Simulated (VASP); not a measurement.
Wanted: the native input for a VASP 6.6.1 run.

```
Task                   : single point
Functional             : PBE
Potentials or basis    : VASP PAW PBE potentials, release 64 (Ti_sv)
Cutoff                 : 520 eV
k mesh                 : 15 × 15 × 15
Occupations            : fermi-dirac, width 0.05 eV
Spin                   : no spin polarisation
Dipole correction      : no
Further INCAR settings : ALGO = Normal; EDIFF = 1e-06; NBANDS = 12
```

The structure of Ti lies in POSCAR:

```
Ti
1.0
   -0.0203000000      2.0198500000      2.0198500000
    2.0198500000     -0.0203000000      2.0198500000
    2.0198500000      2.0198500000     -0.0203000000
Ti
1
Direct
    0.0000000000      0.0000000000      0.0000000000
```

This isn't the form of Ti at room conditions, which is hcp.

This cell differs from its parent crystal: equal xy, yz and zx shear strains of -1 %.

The input as run:

INCAR

```
SYSTEM = Ti
ALGO = Normal
EDIFF = 1E-6
ENCUT = 520
GGA = PE
ISIF = 2
ISMEAR = -1
LASPH = .TRUE.
LCHARG = .TRUE.
LELF = .TRUE.
LREAL = .FALSE.
LVHAR = .TRUE.
LWAVE = .FALSE.
NBANDS = 12
NELM = 80
PREC = Accurate
SIGMA = 0.05
```

KPOINTS

```
k-points
0
G
  15 15 15
  0 0 0
```

Potentials or basis: VASP PAW PBE potentials, release 64 (Ti_sv).

Run with:

```console
$ cat potpaw_PBE.64/Ti_sv/POTCAR > POTCAR
$ mpirun -np 1 vasp_std > vasp.out
```

It gave:

- Pressure: 4.2 GPa
- Band gap on the k mesh: zero (bands 6 and 7 overlap by 1.20 eV)

Caveat: the cell differs from its parent crystal (equal xy, yz and zx shear strains of -1 %); the cell stands under pressure.

Run time: 81 s on 1 thread of Intel Xeon 8259CL, with other jobs on the host, peak memory 0.19 GiB.
